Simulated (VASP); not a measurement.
A run of VASP 6.6.1 is set up as follows.

File INCAR:

```
PREC = Accurate
ENCUT = 1300
EDIFF = 1E-6
ISMEAR = 0
SIGMA = 0.1
LREAL = F
LASPH = T
NELM = 120
ALGO = Normal
ISIF = 2
LWAVE = F
LCHARG = F
GGA = PE
IVDW = 12
NBANDS = 25
GGA_COMPAT = F
```

File KPOINTS:

```
regular mesh
0
Gamma
  4 4 2
```

POSCAR

```
CS2
1.0
    2.7451734812     -2.4961396623      0.0000000000
    2.7451734812      2.4961396623      0.0000000000
    0.0000000000      0.0000000000      8.2184327824
C S
2 4
Direct
    0.0000000000      0.0000000000      0.0000000000
    0.5000000000      0.5000000000      0.5000000000
    0.7733060997      0.2266939003      0.1299784857
    0.7266939003      0.2733060997      0.6299784857
    0.2733060997      0.7266939003      0.3700215143
    0.2266939003      0.7733060997      0.8700215143
```

Potentials or basis: VASP PAW PBE potentials, release 64 (C_h, S).

Command:

```sh
$ cat potpaw_PBE.64/C_h/POTCAR potpaw_PBE.64/S/POTCAR > POTCAR
$ mpirun -np 1 vasp_std > vasp.out
```

**Question.** Estimate the dispersion energy per atom.

**Answer.** -0.234 eV.

**Question.** What does it give for the band gap on the k mesh?

**Answer.** 1.72 eV (least direct gap 1.92 eV).

**Question.** What does it give for the largest force?

**Answer.** 0.239 eV/Å.

Forces in eV/Å, atoms in the order of the input:
```
C    0.000  0.000  0.000
C    0.000  0.000  0.000
S    0.000 -0.186 -0.150
S    0.000  0.186 -0.150
S    0.000 -0.186  0.150
S    0.000  0.186  0.150
```

Caveat: the k points lie up to 0.43 Å⁻¹ apart. A k mesh can miss the band edges.
